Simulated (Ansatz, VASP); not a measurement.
# One calculation of Ti, two programs

```
CELL_PARAMETERS angstrom
0.00000 2.05648 2.05648
2.05648 0.00000 2.05648
2.05648 2.05648 0.00000
ATOMIC_POSITIONS crystal
Ti 0.00000 0.00000 0.00000
```

Alike in both runs: task single point; functional PBEsol; k mesh 14 × 14 × 14; occupations fermi-dirac, width 0.05 eV; no spin polarisation.

|  | VASP | Ansatz |
| --- | --- | --- |
| version | VASP 6.6.1 | Ansatz 0.2.0 |
| potentials or method | VASP PAW PBE potentials, release 64 (Ti_sv), cutoff 520 eV | all-electron LAPW, scalar-relativistic |

```tsv
	VASP	Ansatz	Ansatz less VASP
pressure (GPa)	-4.6	-4.4	+0.22
```

VASP's potentials were made for PBE, not for PBEsol. Ansatz ran all-electron here, and VASP with PAW potentials.
